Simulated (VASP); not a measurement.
# Zr5N5 in VASP: single point with PBE

Aim: the single point of Zr5N5 with PBE.

Program: VASP 6.6.1. These are calculated values, not measurements. Logs are shortened: lines on timing, memory, paths and dates and some standing lists are left out, and cuts for length are marked.

## (1) The cell of the first run

The cell holds a cluster in a box, 10 atoms: a = 13.100 Å, b = 11.100 Å, c = 13.700 Å, α = 90.00°, β = 90.00°, γ = 90.00°.

## (2) Single point, PBE, collinear spin, ferromagnetic start

Input file INCAR:

```
SYSTEM = ZrN
ALGO = Normal
EDIFF = 1E-6
ENCUT = 520
GGA = PE
ISIF = 2
ISMEAR = 0
ISPIN = 2
LASPH = .TRUE.
LCHARG = .FALSE.
LMAXMIX = 4
LORBIT = 11
LREAL = .FALSE.
LWAVE = .FALSE.
MAGMOM = 1.2 1.2 1.2 1.2 1.2 0.4 0.4 0.4 0.4 0.4
NBANDS = 58
NELM = 150
PREC = Accurate
SIGMA = 0.05
```

Input file KPOINTS:

```
k-points
0
G
  1 1 1
  0 0 0
```

Input file POSCAR:

```
ZrN
1.0
   13.1000000000      0.0000000000      0.0000000000
    0.0000000000     11.1000000000      0.0000000000
    0.0000000000      0.0000000000     13.7000000000
Zr N
5 5
Direct
    0.4925404904      0.3822390491      0.5014314061
    0.4892310342      0.5705449021      0.3363716857
    0.4958159540      0.5809830412      0.6579789331
    0.3248695543      0.5768481211      0.5000127222
    0.6614067419      0.5746086781      0.4939538631
    0.3302804972      0.4142699875      0.4983341817
    0.6552862017      0.4125803342      0.5026248052
    0.4955126250      0.4085046943      0.3453018204
    0.4907358094      0.4184995164      0.6560200897
    0.4931638445      0.5864989663      0.4969577169
```

Potentials or basis: VASP PAW PBE potentials, release 64 (Zr_sv, N).

Run with:

```console
$ cat potpaw_PBE.64/Zr_sv/POTCAR potpaw_PBE.64/N/POTCAR > POTCAR
$ mpirun -np 1 vasp_gam > vasp.out
```

OUTCAR:

```text
SYSTEM = ZrN
   EDIFF = 1E-6
   ENCUT = 520
   GGA = PE
   ISIF = 2
   ISMEAR = 0
   ISPIN = 2
   LASPH = .TRUE.
   LORBIT = 11
   LREAL = .FALSE.
   NELM = 150
   PREC = Accurate

 ion  position               nearest neighbor table
   1  0.493  0.382  0.501-   6 2.16   9 2.16   7 2.16   8 2.16  10 2.27   5 3.08   3 3.08   2 3.08
                             4 3.08
   2  0.489  0.571  0.336-   8 1.80  10 2.21   1 3.08   4 3.11   5 3.12
   3  0.496  0.581  0.658-   9 1.80  10 2.21   1 3.08   4 3.11   5 3.12
   4  0.325  0.577  0.500-   6 1.81  10 2.21   1 3.08   2 3.11   3 3.11
   5  0.661  0.575  0.494-   7 1.80  10 2.21   1 3.08   2 3.12   3 3.12
   6  0.330  0.414  0.498-   4 1.81   1 2.16
   7  0.655  0.413  0.503-   5 1.80   1 2.16
   8  0.496  0.409  0.345-   2 1.80   1 2.16
   9  0.491  0.418  0.656-   3 1.80   1 2.16
  10  0.493  0.586  0.497-   3 2.21   4 2.21   2 2.21   5 2.21   1 2.27

  LATTYP: Found a simple orthorhombic cell.
 ALAT       =    11.1000000000
 B/A-ratio  =     1.1801801802
 C/A-ratio  =     1.2342342342

  Lattice vectors:

 A1 = (   0.0000000000, -11.1000000000,   0.0000000000)
 A2 = (  13.1000000000,   0.0000000000,   0.0000000000)
 A3 = (   0.0000000000,   0.0000000000,  13.7000000000)

Analysis of symmetry for initial positions (statically):
=====================================================================
 Subroutine PRICEL returns:
 Original cell was already a primitive cell.

 Routine SETGRP: Setting up the symmetry group for a
 simple orthorhombic supercell.

 Subroutine GETGRP returns: Found  1 space group operations
 (whereof  1 operations were pure point group operations)
 out of a pool of  8 trial point group operations.

The static configuration has the point symmetry C_1 .

Analysis of symmetry for dynamics (positions and initial velocities):
=====================================================================
 Subroutine PRICEL returns:
 Original cell was already a primitive cell.

 Routine SETGRP: Setting up the symmetry group for a
 simple orthorhombic supercell.

 Subroutine GETGRP returns: Found  1 space group operations
 (whereof  1 operations were pure point group operations)
 out of a pool of  8 trial point group operations.

The dynamic configuration has the point symmetry C_1 .

Analysis of structural, dynamic, and magnetic symmetry:
=====================================================================
 Subroutine PRICEL returns:
 Original cell was already a primitive cell.

 Routine SETGRP: Setting up the symmetry group for a
 simple orthorhombic supercell.

 Subroutine GETGRP returns: Found  1 space group operations
 (whereof  1 operations were pure point group operations)
 out of a pool of  8 trial point group operations.

The overall configuration has the point symmetry C_1 .

 Subroutine INISYM returns: Found  1 space group operations
 (whereof  1 operations are pure point group operations),
 and found     1 'primitive' translations

----------------------------------------------------------------------------------------

                                     Primitive cell

  volume of cell :    1992.1170

  direct lattice vectors                    reciprocal lattice vectors
    13.100000000  0.000000000  0.000000000     0.076335878  0.000000000  0.000000000
     0.000000000 11.100000000  0.000000000     0.000000000  0.090090090  0.000000000
     0.000000000  0.000000000 13.700000000     0.000000000  0.000000000  0.072992701

  length of vectors
    13.100000000 11.100000000 13.700000000     0.076335878  0.090090090  0.072992701

  position of ions in fractional coordinates (direct lattice)
     0.492540490  0.382239049  0.501431406
     0.489231034  0.570544902  0.336371686
     0.495815954  0.580983041  0.657978933
     0.324869554  0.576848121  0.500012722
     0.661406742  0.574608678  0.493953863
     0.330280497  0.414269987  0.498334182
     0.655286202  0.412580334  0.502624805
     0.495512625  0.408504694  0.345301820
     0.490735809  0.418499516  0.656020090
     0.493163845  0.586498966  0.496957717

[... 50 lines left out ...]
 SYSTEM =  ZrN
   PREC   = accura    normal or accurate (medium, high low for compatibility)
   ISTART =      0    job   : 0-new  1-cont  2-samecut
   ICHARG =      2    charge: 1-file 2-atom 10-const
   ISPIN  =      2    spin polarized calculation?
   LNONCOLLINEAR =      F non collinear calculations
   LSORBIT =      F    spin-orbit coupling
   LASPH  =      T    aspherical Exc in radial PAW
   ENCUT  =  520.0 eV  38.22 Ry    6.18 a.u.  24.36 20.64 25.47*2*pi/ulx,y,z
   NELM   =    150;   NELMIN=  2; NELMDL= -5     # of ELM steps
   EDIFF  = 0.1E-05   stopping-criterion for ELM
   LREAL  =      F    real-space projection
   EDIFFG = 0.1E-04   stopping-criterion for IOM
   NSW    =      0    number of steps for IOM
   IBRION =     -1    ionic relax: 0-MD 1-quasi-New 2-CG
   NFREE  =      0    steps in history (QN), initial steepest desc. (CG)
   ISIF   =      2    stress and relaxation
   ISYM   =      2    0-nonsym 1-usesym 2-fastsym
   POTIM  = 0.5000    time-step for ionic-motion
   TEBEG  =    0.0;   TEEND  =   0.0 temperature during run
   PSTRESS=    0.0 pullay stress
   NELECT =      85.0000    total number of electrons
   NUPDOWN=      -1.0000    fix difference up-down
   EMIN   =  10.00;   EMAX   =-10.00  energy-range for DOS
   EFERMI =   0.00;   METHOD = LEGACY
   ISMEAR =     0;   SIGMA  =   0.05  broadening in eV -4-tet -1-fermi 0-gaus
   EFERMI_NEDOS =   21; number of points for ismear=-14 and -15
   IALGO  =     38    algorithm
   IMIX   =      4    mixing-type and parameters
     AMIX     =   0.40;   BMIX     =  1.00
     AMIX_MAG =   1.60;   BMIX_MAG =  1.00
  volume/ion in A,a.u.               =     199.21      1344.35
  Fermi-wavevector in a.u.,A,eV,Ry     =   0.572062  1.081040  4.452569  0.327255
  Thomas-Fermi vector in A             =   1.612781
   LORBIT       =     11    0 simple, 1 ext, 2 COOP (PROOUT), +10 PAW based schemes
   GGA     = PE    functional components
   LHFCALC =     F    Hartree Fock is set to
   AEXX    =    0.0000 exact exchange contribution
   IVDW    =     0    specifies the selected vdW correction
   LEPSILON=     F    determine dielectric tensor
   LRPA    =     F    only Hartree local field effects (RPA)
 spin polarized calculation
 Gauss-broadening in eV      SIGMA  =   0.05
  energy-cutoff  :      520.00
  volume of cell :     1992.12
 maximum number of plane-waves:     26830
 NGX is ok and might be reduce to    98
   NGX = 49   NGY = 41   NGZ = 51

 number of electron      85.0000001 magnetization       3.0000236

 Free energy of the ion-electron system (eV)
  ---------------------------------------------------
  ext. energy  EPLUGINS =         0.00000000
  ---------------------------------------------------
  free energy    TOTEN  =       -80.67604059 eV

  energy without entropy =      -80.67604059  energy(sigma->0) =      -80.67604059

 E-fermi :  -2.6199     XC(G=0):  -1.8204

 val. band max:       -2.9878377456   @ k =   0.0000   0.0000   0.0000
 cond. band min:      -2.3800444442   @ k =   0.0000   0.0000   0.0000
 fundamental gap:      0.6077933015
 Fermi energy:        -2.6199353371

 spin component 1

 k-point     1 :       0.0000    0.0000    0.0000
  band No.  band energies     occupation
      1     -51.5799      1.00000
      2     -51.4661      1.00000
      3     -51.4525      1.00000
      4     -51.4508      1.00000
      5     -51.4164      1.00000
      6     -30.3688      1.00000
[... 46 lines left out ...]
     53      -0.5469      0.00000
     54      -0.5416      0.00000
 Fermi energy:        -2.6199353371

 spin component 2

 k-point     1 :       0.0000    0.0000    0.0000
  band No.  band energies     occupation
      1     -51.5675      1.00000
      2     -51.2375      1.00000
      3     -51.2107      1.00000
      4     -51.2093      1.00000
      5     -51.1768      1.00000
      6     -30.2395      1.00000
[... 46 lines left out ...]
     53      -0.3039      0.00000
     54      -0.2965      0.00000
 [bands above 54 left out]

------------------------ aborting loop because EDIFF is reached ----------------------------------------

  FORCE on cell =-STRESS in cart. coord.  units (eV):
  Direction    XX          YY          ZZ          XY          YZ          ZX
  --------------------------------------------------------------------------------------
  -------------------------------------------------------------------------------------
  Total        0.1194772      0.8929303      0.1165740      0.0328382     -0.0120562     -0.0048053
  in kB        0.0960905      0.7181469      0.0937557      0.0264104     -0.0096963     -0.0038647
  external PRESSURE =       0.3026644 kB  Pullay stress =       0.0000000 kB

 VOLUME and BASIS-vectors are now :
 -----------------------------------------------------------------------------
  energy-cutoff  :      520.00
  volume of cell :     1992.12
      direct lattice vectors                 reciprocal lattice vectors
    13.100000000  0.000000000  0.000000000     0.076335878  0.000000000  0.000000000
     0.000000000 11.100000000  0.000000000     0.000000000  0.090090090  0.000000000
     0.000000000  0.000000000 13.700000000     0.000000000  0.000000000  0.072992701

 POSITION                                       TOTAL-FORCE (eV/Angst)
 -----------------------------------------------------------------------------------
      6.45228      4.24285      6.86961        -0.012287     -0.064641     -0.015616
      6.40893      6.33305      4.60829         0.009615      0.152493     -0.049224
      6.49519      6.44891      9.01431         0.011238      0.163263      0.024748
      4.25579      6.40301      6.85017        -0.036924      0.135319      0.014850
      8.66443      6.37816      6.76717         0.023461      0.153488     -0.010061
      4.32667      4.59840      6.82718        -0.007413     -0.130144     -0.003348
      8.58425      4.57964      6.88596         0.005580     -0.134321      0.017174
      6.49122      4.53440      4.73063         0.000032     -0.145624      0.004982
      6.42864      4.64534      8.98748        -0.001526     -0.143476      0.010005
      6.46045      6.51014      6.80832         0.008224      0.013643      0.006490
 -----------------------------------------------------------------------------------
    total drift:                               -0.000148      0.000430      0.000268

  FREE ENERGIE OF THE ION-ELECTRON SYSTEM (eV)
  ---------------------------------------------------
  free  energy   TOTEN  =       -80.6760405852 eV

  energy  without entropy=      -80.6760405852  energy(sigma->0) =      -80.67604059

 total charge

# of ion       s       p       d       tot
------------------------------------------
    1        2.167   6.022   1.600   9.790
    2        2.227   5.936   2.037  10.200
    3        2.227   5.936   2.036  10.199
    4        2.228   5.936   2.034  10.198
    5        2.226   5.936   2.037  10.199
    6        1.306   2.387   0.000   3.693
    7        1.306   2.388   0.000   3.694
    8        1.306   2.387   0.000   3.694
    9        1.306   2.388   0.000   3.694
   10        1.256   2.449   0.000   3.705
--------------------------------------------------
tot         17.555  41.764   9.746  69.065

 magnetization (x)

# of ion       s       p       d       tot
------------------------------------------
    1       -0.001  -0.001  -0.003  -0.006
    2        0.028   0.010   0.371   0.410
    3        0.028   0.010   0.370   0.408
    4        0.027   0.010   0.369   0.406
    5        0.029   0.010   0.373   0.412
    6       -0.001  -0.033   0.000  -0.034
    7       -0.001  -0.035   0.000  -0.035
    8       -0.001  -0.034   0.000  -0.035
    9       -0.001  -0.034   0.000  -0.034
   10       -0.004  -0.006   0.000  -0.009
--------------------------------------------------
tot          0.104  -0.102   1.481   1.484
```

Wall time 9.1 min (1 thread of AMD EPYC 9R14 (Zen 4), shared host); peak memory 2 GiB.

Results:

| Item | Value |
| --- | --- |
| Free energy | -80.6760 eV |
| Largest force | 0.166 eV/Å |
| Gap between the frontier levels | 0.61 eV |
| Net moment | 3.00 μB per cell |
| Site moments | Zr -0.01, +0.41; N -0.03, -0.04, -0.01 μB |
| Valence electrons inside the program's atomic spheres | Zr 9.79, 10.20; N 3.69, 3.71 |

Forces in eV/Å, atoms in the order of the input:
```
Zr  -0.012 -0.065 -0.016
Zr   0.010  0.152 -0.049
Zr   0.011  0.163  0.025
Zr  -0.037  0.135  0.015
Zr   0.023  0.153 -0.010
N   -0.007 -0.130 -0.003
N    0.006 -0.134  0.017
N    0.000 -0.146  0.005
N   -0.002 -0.143  0.010
N    0.008  0.014  0.006
```
